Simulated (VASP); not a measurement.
# C in VASP: notebook, part 2 of 2

VASP 6.6.1. Earlier steps stand in the parts before.

## (3) Single point, PBE+D3(BJ)

INCAR

```
ALGO = Normal ; EDIFF = 1E-6
ENCUT = 520 ; GGA = PE
ISIF = 2 ; ISMEAR = -1
IVDW = 12 ; LASPH = True
LCHARG = False ; LREAL = Auto
LWAVE = False ; NBANDS = 86
NELM = 100 ; PREC = Accurate
SIGMA = 0.02
```

KPOINTS

```
k-points
0
Gamma
  1 1 1
```

POSCAR

```
C
1.0
    9.8640000000      0.0000000000      0.0000000000
   -4.9320000000      8.5424750000      0.0000000000
    0.0000000000      0.0000000000     12.0000000000
C
32
Direct
   -0.0206770664     -0.0308107428      0.0908666667
    0.1350988148      0.0482998194      0.0953500000
   -0.0162662360      0.2297343568      0.0887500000
    0.1535168649      0.3135625214      0.0750083333
   -0.0167251283      0.4828108950      0.1000500000
    0.1520514336      0.5640988121      0.0862500000
   -0.0062427099      0.7332769484      0.0838083333
    0.1536397768      0.8176201862      0.0936583333
    0.2320965631     -0.0177817319      0.0935333333
    0.4018826057      0.0666200369      0.0937333333
    0.2339980544      0.2326960278      0.0914666667
    0.4002875656      0.3167349041      0.1045500000
    0.2317670669      0.4796736309      0.0822083333
    0.4003820160      0.5636188575      0.0770916667
    0.2376976397      0.7324106889      0.0864250000
    0.3977396080      0.8125513976      0.0786250000
    0.4850751621     -0.0198537309      0.0856666667
    0.6504993367      0.0617853725      0.1020333333
    0.4839251832      0.2317595310      0.1001416667
    0.6487903934      0.3086107949      0.0879666667
    0.4816466810      0.4841571090      0.0863500000
    0.6538645148      0.5629398974      0.0921833333
    0.4869895488      0.7281964536      0.0836750000
    0.6458981762      0.8087468796      0.0998250000
    0.7328078873     -0.0216916058      0.1033750000
    0.8987440889      0.0643373261      0.1001833333
    0.7345146056      0.2303430797      0.0969250000
    0.9034066391      0.3149438541      0.0957833333
    0.7298504535      0.4823894714      0.0915000000
    0.9011148704      0.5715322550      0.0982916667
    0.7336369663      0.7290744193      0.0928333333
    0.8964933612      0.8039356276      0.0798750000
```

Potentials or basis: VASP PAW PBE potentials, release 64 (C).

On the command line:

```console
cat potpaw_PBE.64/C/POTCAR > POTCAR
mpirun -np 1 vasp_gam > vasp.out
```

OUTCAR:

```text
EDIFF = 1E-6
   ENCUT = 520
   GGA = PE
   ISIF = 2
   ISMEAR = -1
   IVDW = 12
   LASPH = True
   LREAL = Auto
   NELM = 100
   PREC = Accurate
 IVDW          = 12

 ion  position               nearest neighbor table
   1  0.979  0.969  0.091-   2 1.33  32 1.42  26 1.51
   2  0.135  0.048  0.095-   1 1.33   9 1.40  11 1.58
   3  0.984  0.230  0.089-  28 1.42  26 1.42   4 1.46
   4  0.154  0.314  0.075-  11 1.39  13 1.42   3 1.46
   5  0.983  0.483  0.100-  28 1.44   6 1.45  30 1.46
   6  0.152  0.564  0.086-  13 1.40  15 1.44   5 1.45
[... 24 lines left out ...]
  31  0.734  0.729  0.093-  32 1.40  22 1.42  24 1.43
  32  0.896  0.804  0.080-  31 1.40   1 1.42   7 1.44

  LATTYP: Found a hexagonal cell.
 ALAT       =     9.8640000000
 C/A-ratio  =     1.2165450122

  Lattice vectors:

 A1 = (   9.8640000000,   0.0000000000,   0.0000000000)
 A2 = (  -4.9320000000,   8.5424750000,   0.0000000000)
 A3 = (   0.0000000000,   0.0000000000,  12.0000000000)

Analysis of symmetry for initial positions (statically):
=====================================================================
 Subroutine PRICEL returns:
[... 216 lines left out ...]
      1     -21.2603      2.00000
      2     -20.0369      2.00000
      3     -19.8764      2.00000
      4     -19.8008      2.00000
      5     -19.7043      2.00000
      6     -19.6756      2.00000
[... 68 lines left out ...]
     75       2.6030      0.00000
     76       3.4324      0.00000
 [bands above 76 left out]

------------------------ aborting loop because EDIFF is reached ----------------------------------------

 Edisp (eV)   -2.84186

 E8    (eV) :    -0.8856

  FORCE on cell =-STRESS in cart. coord.  units (eV):
  Direction    XX          YY          ZZ          XY          YZ          ZX
  --------------------------------------------------------------------------------------
  -------------------------------------------------------------------------------------
  Total       2.27957    -1.34400    -1.93080     0.76925    -0.46800     1.29663
  in kB       3.61198    -2.12957    -3.05935     1.21887    -0.74155     2.05451
  external pressure =       -0.53 kB  Pullay stress =        0.00 kB

 VOLUME and BASIS-vectors are now :
 -----------------------------------------------------------------------------
  energy-cutoff  :      520.00
  volume of cell :     1011.16
      direct lattice vectors                 reciprocal lattice vectors
     9.864000000  0.000000000  0.000000000     0.101378751  0.058531046  0.000000000
    -4.932000000  8.542475000  0.000000000     0.000000000  0.117062093  0.000000000
     0.000000000  0.000000000 12.000000000     0.000000000  0.000000000  0.083333333

 POSITION                                       TOTAL-FORCE (eV/Angst)
 -----------------------------------------------------------------------------------
      4.88000      8.27927      1.09040        -4.033943      0.710302     -0.138665
      1.09440      0.41260      1.14420         3.841528      6.260374     -0.341785
      8.57050      1.96250      1.06500         0.691850     -0.017786      0.052247
     -0.03220      2.67860      0.90010        -1.693713     -0.132426      1.751528
      7.31780      4.12440      1.20060         0.380691      0.137539     -0.914390
     -1.28230      4.81880      1.03500        -1.424760      0.249368      0.738055
[... 24 lines left out ...]
      3.64080      6.22810      1.11400         0.205373     -1.113057     -0.365885
      4.87800      6.86760      0.95850         0.444923      2.368788      1.287263
 -----------------------------------------------------------------------------------
    total drift:                               -0.007278      0.017199      0.000896

  FREE ENERGIE OF THE ION-ELECTRON SYSTEM (eV)
  ---------------------------------------------------
  free  energy   TOTEN  =      -295.9618879947 eV

  energy  without entropy=     -295.9618879947  energy(sigma->0) =     -295.96188799
```

OSZICAR:

```text
N       E                     dE             d eps       ncg     rms          rms(c)
DAV:   1     0.122995749308E+04    0.12300E+04   -0.58727E+04   180   0.125E+03
DAV:   2    -0.125187632713E+03   -0.13551E+04   -0.12984E+04   248   0.295E+02
DAV:   3    -0.307423516051E+03   -0.18224E+03   -0.18100E+03   208   0.116E+02
[... 14 lines left out ...]
DAV:  18    -0.293119976260E+03   -0.14975E-03   -0.89787E-06   168   0.665E-03    0.152E-03
DAV:  19    -0.293120022003E+03   -0.45743E-04   -0.24295E-06   160   0.317E-03    0.498E-04
DAV:  20    -0.293120029700E+03   -0.76966E-05   -0.23436E-07   128   0.136E-03    0.424E-04
DAV:  21    -0.293120032280E+03   -0.25798E-05   -0.13385E-07   120   0.840E-04    0.116E-04
DAV:  22    -0.293120032691E+03   -0.41157E-06   -0.20116E-08   144   0.463E-04
   1 F= -.29596189E+03 E0= -.29596189E+03  d E =-.749188E-12
```

stdout:

```text
POSCAR found type information on POSCAR C
 POSCAR found :  1 types and      32 ions
 scaLAPACK will be used
 LDA part: xc-table for (Slater+PW92), standard interpolation
 POSCAR, INCAR and KPOINTS ok, starting setup
 FFT: planning ... GRIDC
 FFT: planning ... GRID_SOFT
 FFT: planning ... GRID
 WAVECAR not read
 entering main loop
```

Wall time 5.1 min (1 thread of AMD EPYC 7R43 (Zen 3), shared host); peak memory 0.92 GiB.

What came out:

```yaml
Free_energy: -295.9619 eV
Largest_force: 7.353 eV/Å
Band_gap_on_the_k_mesh: 3.65 eV
Dispersion_energy_per_atom: -0.089 eV
```

Forces on the atoms (eV/Å):
```
C   -4.034  0.710 -0.139
C    3.842  6.260 -0.342
C    0.692 -0.018  0.052
C   -1.694 -0.132  1.752
C    0.381  0.138 -0.914
C   -1.425  0.249  0.738
C   -4.030 -1.251  0.841
C    2.245 -0.322 -0.955
C    1.127 -0.746  0.207
C   -0.454 -0.762 -0.060
C    0.145 -2.805  0.351
C   -0.309 -0.190 -1.828
C    1.067  0.237 -1.243
C   -0.906  0.167  0.676
C   -1.713 -0.882 -0.021
C    3.103  0.920  0.748
C   -1.085  0.240  0.854
C   -0.305  0.418 -1.099
C    0.164 -0.257 -0.381
C   -0.661  2.710  1.346
C    2.656 -1.977  1.153
C   -4.825  0.921 -0.559
C   -3.325  0.505 -0.191
C    2.203  1.745 -0.647
C   -0.250 -0.108  0.175
C    1.358 -1.675 -0.851
C    0.578 -0.671 -0.074
C   -1.189  0.273  0.194
C    4.214 -1.835  0.163
C    1.778 -3.120 -0.867
C    0.205 -1.113 -0.366
C    0.445  2.369  1.287
```

Caveat: the k points lie up to 0.74 Å⁻¹ apart.
